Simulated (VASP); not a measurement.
As:

```xyz
2
Lattice="4.6748 0.0000 0.0000 -2.3374 4.0485 0.0000 0.0000 0.0000 2.7223" Properties=species:S:1:pos:R:3 pbc="T T T"
As    0.0000    2.6990    0.0000
As    2.3374    1.3495    0.0000
```

| Property | Result |
| --- | --- |
| Program | VASP 6.6.1 |
| Task | relaxation of cell and atoms |
| Functional | PBE |
| Potentials or basis | VASP PAW PBE potentials, release 64 (As) |
| Cutoff | 600 eV |
| k mesh | 15 × 15 × 20 |
| Occupations | gaussian, width 0.1 eV |
| Spin | no spin polarisation |

At the start: pressure -0.7 GPa; volume 25.76 Å³/atom.

**Question.** How do energy, volume and symmetry change on relaxing?

**Answer.** Over 5 steps the energy falls by 22.8 meV/atom and the volume is 25.64 Å³/atom (-0.5 %); space group P6/mmm (No. 191, to 0.05 Å).

The path:
| step | energy change (eV) | largest force (eV/Å) | pressure (GPa) | volume (Å³) |
| --- | --- | --- | --- | --- |
| 1 | 0.0000 | 0.0000 | -0.69 | 51.52 |
| 2 | -0.0427 | 0.0000 | 0.50 | 50.66 |
| 3 | -0.0435 | 0.0000 | 0.77 | 50.50 |
| 4 | -0.0456 | 0.0000 | -0.07 | 51.37 |
| 5 | -0.0456 | 0.0000 | 0.01 | 51.28 |

Final structure:
```
As
1.0
     4.56986    0.00000    0.00000
    -2.28493    3.95761    0.00000
     0.00000    0.00000    2.83565
As
2
Direct
  0.33333 0.66667 0.00000
  0.66667 0.33333 0.00000
```
